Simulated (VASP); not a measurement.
# TiO2 (Rutile) (P4_2/mnm) in VASP: notebook, part 2 of 2

VASP 6.6.1. The steps go on from the part before.

## 4. Single point, PBE

This run uses another cell than the first one, of 10.12 Å³/atom, 1.058 times its volume.

INCAR

```
SYSTEM = TiO2
ALGO = Normal ; EDIFF = 1E-6
ENCUT = 520 ; GGA = PE
ISIF = 2 ; ISMEAR = 0
LASPH = .TRUE. ; LCHARG = .FALSE.
LREAL = .FALSE. ; LWAVE = .FALSE.
NBANDS = 33 ; NELM = 100
PREC = Accurate ; SIGMA = 0.01
```

KPOINTS

```
k-points
0
G
  4 4 6
  0 0 0
```

POSCAR

```
TiO2
1.0
    4.5510121311      0.0000000000      0.0000000000
    0.0000000000      4.5510121311      0.0000000000
    0.0000000000      0.0000000000      2.9308748043
Ti O
2 4
Direct
    0.0000000000      0.0000000000      0.0000000000
    0.5000000000      0.5000000000      0.5000000000
    0.3049600000      0.3049600000      0.0000000000
    0.1950400000      0.8049600000      0.5000000000
    0.6950400000      0.6950400000      0.0000000000
    0.8049600000      0.1950400000      0.5000000000
```

Potentials or basis: VASP PAW PBE potentials, release 64 (Ti_sv, O).

On the command line:

```sh
$ cat potpaw_PBE.64/Ti_sv/POTCAR potpaw_PBE.64/O/POTCAR > POTCAR
$ mpirun -np 1 vasp_std > vasp.out
```

OUTCAR:

```text
SYSTEM = TiO2
   EDIFF = 1E-6
   ENCUT = 520
   GGA = PE
   ISIF = 2
   ISMEAR = 0
   LASPH = .TRUE.
   LREAL = .FALSE.
   NELM = 100
   PREC = Accurate

 ion  position               nearest neighbor table
   1  0.000  0.000  0.000-   4 1.93   6 1.93   4 1.93   6 1.93   5 1.96   3 1.96
   2  0.500  0.500  0.500-   3 1.93   5 1.93   3 1.93   5 1.93   4 1.96   6 1.96
   3  0.305  0.305  0.000-   2 1.93   2 1.93   1 1.96
   4  0.195  0.805  0.500-   1 1.93   1 1.93   2 1.96
   5  0.695  0.695  0.000-   2 1.93   2 1.93   1 1.96
[... 1072 lines left out ...]
  -------------------------------------------------------------------------------------
  Total        4.8684792      4.8684792      5.3951131      0.0000000      0.0000000      0.0000000
  in kB      128.4963079    128.4963079    142.3960312      0.0000000      0.0000000      0.0000000
  external PRESSURE =     133.1295490 kB  Pullay stress =       0.0000000 kB

 VOLUME and BASIS-vectors are now :
 -----------------------------------------------------------------------------
  energy-cutoff  :      520.00
  volume of cell :       60.70
      direct lattice vectors                 reciprocal lattice vectors
     4.551012131  0.000000000  0.000000000     0.219731341  0.000000000  0.000000000
     0.000000000  4.551012131  0.000000000     0.000000000  0.219731341  0.000000000
     0.000000000  0.000000000  2.930874804     0.000000000  0.000000000  0.341195058

 POSITION                                       TOTAL-FORCE (eV/Angst)
 -----------------------------------------------------------------------------------
      0.00000      0.00000      0.00000         0.000000      0.000000      0.000000
      2.27551      2.27551      1.46544         0.000000      0.000000      0.000000
      1.38788      1.38788      0.00000        -0.188717     -0.188717      0.000000
      0.88763      3.66338      1.46544         0.188717     -0.188717      0.000000
      3.16314      3.16314      0.00000         0.188717      0.188717     -0.000000
      3.66338      0.88763      1.46544        -0.188717      0.188717     -0.000000
 -----------------------------------------------------------------------------------
    total drift:                                0.000000      0.000000     -0.000000

  FREE ENERGIE OF THE ION-ELECTRON SYSTEM (eV)
  ---------------------------------------------------
  free  energy   TOTEN  =       -53.5386037585 eV

  energy  without entropy=      -53.5386037585  energy(sigma->0) =      -53.53860376
```

Wall time 36 s (1 thread of Intel Xeon 6975P-C (Granite Rapids), shared host); peak memory 0.19 GiB.

Results:

```
Free energy            : -53.5386 eV
Pressure               : 13.3 GPa
Largest force          : 0.267 eV/Å
Band gap on the k mesh : 1.94 eV, direct
```

Forces on the atoms (eV/Å):
```
Ti   0.000  0.000  0.000
Ti   0.000  0.000  0.000
O   -0.189 -0.189  0.000
O    0.189 -0.189  0.000
O    0.189  0.189  0.000
O   -0.189  0.189  0.000
```

Stress tensor (GPa, compression positive):
```
12.85  0.00  0.00
 0.00 12.85  0.00
 0.00  0.00 14.24
```

## 5. Single point, PBE

This run uses another cell than the first one, of 10.39 Å³/atom, 1.087 times its volume.

INCAR

```
SYSTEM = TiO2
ALGO     = Normal         ! electronic algorithm
EDIFF    = 1E-6           ! SCF threshold, eV
ENCUT    = 520            ! plane-wave cutoff, eV
GGA      = PE             ! functional
ISIF     = 2              ! what is computed and relaxed
ISMEAR   = 0              ! smearing method
LASPH    = .True.         ! aspherical terms in the spheres
LCHARG   = .False.        ! write CHGCAR
LREAL    = .False.        ! projectors in reciprocal space
LWAVE    = .False.        ! write WAVECAR
NBANDS   = 33             ! bands
NELM     = 80             ! most SCF steps
PREC     = Accurate       ! precision mode
SIGMA    = 0.01           ! smearing width, eV
```

KPOINTS

```
k-points
0
Gamma
  4 4 6
  0 0 0
```

POSCAR, as its differences from that of step 4:

```diff
@@ -2,5 +2,5 @@
 1.0
-    4.5510121311      0.0000000000      0.0000000000
-    0.0000000000      4.5510121311      0.0000000000
-    0.0000000000      0.0000000000      2.9308748043
+    4.5922000000      0.0000000000      0.0000000000
+    0.0000000000      4.5922000000      0.0000000000
+    0.0000000000      0.0000000000      2.9574000000
 Ti O
```

On the command line:

```sh
$ cat potpaw_PBE.64/Ti_sv/POTCAR potpaw_PBE.64/O/POTCAR > POTCAR
$ mpirun -np 1 vasp_std > vasp.out
```

Wall time 42 s (1 thread of Intel Xeon 6975P-C (Granite Rapids), shared host); peak memory 0.18 GiB.

Results (log left out):

| Quantity | Value |
| --- | --- |
| Free energy | -53.6412 eV |
| Pressure | 6.1 GPa |
| Largest force | 0.126 eV/Å |
| Band gap on the k mesh | 1.87 eV, direct |

Forces on the atoms (eV/Å):
```
Ti   0.000  0.000  0.000
Ti   0.000  0.000  0.000
O   -0.089 -0.089  0.000
O    0.089 -0.089  0.000
O    0.089  0.089  0.000
O   -0.089  0.089  0.000
```

Stress tensor (GPa, compression positive):
```
6.20 0.00 0.00
0.00 6.20 0.00
0.00 0.00 5.75
```

Levels at points of the mesh, in eV from the valence-band top:
```
           k point  band 22  band 23  band 24  band 25  band 26  band 27
(0.00, 0.00, 0.00)    -0.44    -0.44     0.00     1.87     2.18     2.40
(0.50, 0.00, 0.00)    -1.64    -0.75    -0.75     2.55     2.55     3.02
(0.50, 0.50, 0.00)    -1.31    -1.05    -1.05     1.91     1.91     2.52
(0.00, 0.00, 0.50)    -2.36    -1.42    -1.42     2.96     2.96     3.16
(0.50, 0.00, 0.50)    -2.04    -1.03    -1.03     1.91     1.91     3.19
(0.50, 0.50, 0.50)    -1.28    -0.67    -0.67     2.59     2.59     3.21
```

## 6. Single point, PBE

This run uses another cell than the first one, of 10.67 Å³/atom, 1.116 times its volume.

INCAR

```
SYSTEM = TiO2
PREC     = Accurate       ! precision mode
ENCUT    = 520            ! plane-wave cutoff, eV
EDIFF    = 1E-7           ! SCF threshold, eV
ISMEAR   = 0              ! smearing method
SIGMA    = 0.01           ! smearing width, eV
LREAL    = .False.        ! projectors in reciprocal space
LASPH    = .True.         ! aspherical terms in the spheres
NELM     = 60             ! most SCF steps
ALGO     = Normal         ! electronic algorithm
ISIF     = 2              ! what is computed and relaxed
LWAVE    = .False.        ! write WAVECAR
LCHARG   = .False.        ! write CHGCAR
GGA      = PE             ! functional
NBANDS   = 33             ! bands
```

KPOINTS

```
Automatic mesh
0
Gamma
  4 4 6
  0 0 0
```

POSCAR, as its differences from that of step 5:

```diff
@@ -2,5 +2,5 @@
 1.0
-    4.5922000000      0.0000000000      0.0000000000
-    0.0000000000      4.5922000000      0.0000000000
-    0.0000000000      0.0000000000      2.9574000000
+    4.6326619967      0.0000000000      0.0000000000
+    0.0000000000      4.6326619967      0.0000000000
+    0.0000000000      0.0000000000      2.9834577303
 Ti O
```

Potentials or basis: VASP PAW PBE potentials, release 64 (Ti_sv, O).

On the command line:

```sh
$ cat potpaw_PBE.64/Ti_sv/POTCAR potpaw_PBE.64/O/POTCAR > POTCAR
$ mpirun -np 1 vasp_std > vasp.out
```

OUTCAR:

```text
SYSTEM = TiO2
   PREC = Accurate
   ENCUT = 520
   EDIFF = 1E-7
   ISMEAR = 0
   LREAL = .False.
   LASPH = .True.
   NELM = 60
   ISIF = 2
   GGA = PE

 ion  position               nearest neighbor table
   1  0.000  0.000  0.000-   4 1.96   6 1.96   4 1.96   6 1.96   5 2.00   3 2.00
   2  0.500  0.500  0.500-   3 1.96   5 1.96   3 1.96   5 1.96   4 2.00   6 2.00
   3  0.305  0.305  0.000-   2 1.96   2 1.96   1 2.00
   4  0.195  0.805  0.500-   1 1.96   1 1.96   2 2.00
   5  0.695  0.695  0.000-   2 1.96   2 1.96   1 2.00
   6  0.805  0.195  0.500-   1 1.96   1 1.96   2 2.00

  LATTYP: Found a simple tetragonal cell.
 ALAT       =     4.6326619967
 C/A-ratio  =     0.6440050520

  Lattice vectors:

 A1 = (   4.6326619967,   0.0000000000,   0.0000000000)
 A2 = (   0.0000000000,   4.6326619967,   0.0000000000)
 A3 = (   0.0000000000,   0.0000000000,   2.9834577303)

Analysis of symmetry for initial positions (statically):
=====================================================================
 Subroutine PRICEL returns:
 Original cell was already a primitive cell.

 Routine SETGRP: Setting up the symmetry group for a
 simple tetragonal supercell.

 Subroutine GETGRP returns: Found 16 space group operations
 (whereof  8 operations were pure point group operations)
 out of a pool of 16 trial point group operations.

The static configuration has the point symmetry D_2h.
 The point group associated with its full space group is D_4h.

Analysis of symmetry for dynamics (positions and initial velocities):
=====================================================================
 Subroutine PRICEL returns:
 Original cell was already a primitive cell.

 Routine SETGRP: Setting up the symmetry group for a
 simple tetragonal supercell.

 Subroutine GETGRP returns: Found 16 space group operations
 (whereof  8 operations were pure point group operations)
[... 130 lines left out ...]
     AMIX_MAG =   1.60;   BMIX_MAG =  1.00
  volume/ion in A,a.u.               =      10.67        72.02
  Fermi-wavevector in a.u.,A,eV,Ry     =   1.487173  2.810350 30.091788  2.211684
  Thomas-Fermi vector in A             =   2.600367
   LORBIT       =      0    0 simple, 1 ext, 2 COOP (PROOUT), +10 PAW based schemes
   GGA     = PE    functional components
   LHFCALC =     F    Hartree Fock is set to
   AEXX    =    0.0000 exact exchange contribution
   IVDW    =     0    specifies the selected vdW correction
   LEPSILON=     F    determine dielectric tensor
   LRPA    =     F    only Hartree local field effects (RPA)
 non-spin polarized calculation
 Gauss-broadening in eV      SIGMA  =   0.01
  energy-cutoff  :      520.00
  volume of cell :       64.03
 maximum number of plane-waves:      1739
 NGX is ok and might be reduce to    36
   NGX = 17   NGY = 17   NGZ = 11

 number of electron      48.0000025 magnetization

 Free energy of the ion-electron system (eV)
  ---------------------------------------------------
  ext. energy  EPLUGINS =         0.00000000
  ---------------------------------------------------
  free energy    TOTEN  =       -53.67356371 eV

  energy without entropy =      -53.67356371  energy(sigma->0) =      -53.67356371

 E-fermi :   4.6929     XC(G=0): -11.2778

 val. band max:        4.5924365909   @ k =   0.0000   0.0000   0.0000
 cond. band min:       6.3980984683   @ k =   0.0000   0.0000   0.0000
 fundamental gap:      1.8056618774
 Fermi energy:         4.6928996595

 k-point     1 :       0.0000    0.0000    0.0000
  band No.  band energies     occupation
      1     -52.4155      2.00000
      2     -52.4005      2.00000
      3     -28.6997      2.00000
      4     -28.6997      2.00000
      5     -28.5506      2.00000
      6     -28.5506      2.00000
[... 853 lines left out ...]
     32      10.2785      0.00000
     33      10.3435      0.00000

------------------------ aborting loop because EDIFF is reached ----------------------------------------

  FORCE on cell =-STRESS in cart. coord.  units (eV):
  Direction    XX          YY          ZZ          XY          YZ          ZX
  --------------------------------------------------------------------------------------
  -------------------------------------------------------------------------------------
  Total        0.1895227      0.1895227     -0.6302809      0.0000000      0.0000000      0.0000000
  in kB        4.7423191      4.7423191    -15.7711597      0.0000000      0.0000000      0.0000000
  external PRESSURE =      -2.0955072 kB  Pullay stress =       0.0000000 kB

 VOLUME and BASIS-vectors are now :
 -----------------------------------------------------------------------------
  energy-cutoff  :      520.00
  volume of cell :       64.03
      direct lattice vectors                 reciprocal lattice vectors
     4.632661997  0.000000000  0.000000000     0.215858614  0.000000000  0.000000000
     0.000000000  4.632661997  0.000000000     0.000000000  0.215858614  0.000000000
     0.000000000  0.000000000  2.983457730     0.000000000  0.000000000  0.335181555

 POSITION                                       TOTAL-FORCE (eV/Angst)
 -----------------------------------------------------------------------------------
      0.00000      0.00000      0.00000         0.000000      0.000000     -0.000000
      2.31633      2.31633      1.49173         0.000000      0.000000     -0.000000
      1.41278      1.41278      0.00000         0.002267      0.002267      0.000000
      0.90355      3.72911      1.49173        -0.002267      0.002267     -0.000000
      3.21989      3.21989      0.00000        -0.002267     -0.002267     -0.000000
      3.72911      0.90355      1.49173         0.002267     -0.002267     -0.000000
 -----------------------------------------------------------------------------------
    total drift:                                0.000000      0.000000     -0.000000

  FREE ENERGIE OF THE ION-ELECTRON SYSTEM (eV)
  ---------------------------------------------------
  free  energy   TOTEN  =       -53.6735637147 eV

  energy  without entropy=      -53.6735637147  energy(sigma->0) =      -53.67356371
```

It took 40 s on 1 thread of Intel Xeon 6975P-C (Granite Rapids), shared host; peak memory 0.19 GiB.

What came out:

* Free energy: -53.6736 eV
* Pressure: -0.2 GPa
* Largest force: 0.003 eV/Å
* Band gap on the k mesh: 1.81 eV, direct

Forces on the atoms (eV/Å):
```
Ti   0.000  0.000  0.000
Ti   0.000  0.000  0.000
O    0.002  0.002  0.000
O   -0.002  0.002  0.000
O   -0.002 -0.002  0.000
O    0.002 -0.002  0.000
```

Stress tensor (GPa, compression positive):
```
 0.47  0.00  0.00
 0.00  0.47  0.00
 0.00  0.00 -1.58
```

## 7. Summary

| cell | gap on the mesh (eV) | pressure (GPa) | largest force (eV/Å) |
| --- | --- | --- | --- |
| a = 4.466, b = 4.466, c = 2.876 Å, 6 atoms | 2.08 | 31.1 | 0.59 |
| a = 4.509, b = 4.509, c = 2.904 Å, 6 atoms | 2.01 | 21.6 | 0.42 |
| a = 4.551, b = 4.551, c = 2.931 Å, 6 atoms | 1.94 | 13.3 | 0.27 |
| a = 4.592, b = 4.592, c = 2.957 Å, 6 atoms | 1.87 | 6.1 | 0.13 |
| a = 4.633, b = 4.633, c = 2.983 Å, 6 atoms | 1.81 | -0.2 | - |

Alike in all rows: task single point; level PBE; potentials or basis VASP PAW PBE potentials, release 64 (Ti_sv, O); no spin polarisation; k mesh 4 × 4 × 6; cutoff (eV) 520; smearing gaussian 0.01 eV.

Total energies depend on the potentials used, so only differences within one code and one set of settings carry meaning.

## 8. How close it comes

Step 6. A measured gap of TiO2 is 3.03 eV (direct; 1.6 K; quoted in “Shallow Valence Band of Rutile GeO2 and P-type Doping”, 2020, arxiv:2011.08928); the calculated 1.81 eV misses it by -1.22 eV. 2 values of this kind are on record in papers (3.03 to 3.05 eV); this one was drawn at random among those near their median. The value is that of PBE on a finite k mesh, which can miss the band edges, without temperature or zero-point motion. Semilocal functionals fall short of measured gaps as a rule.
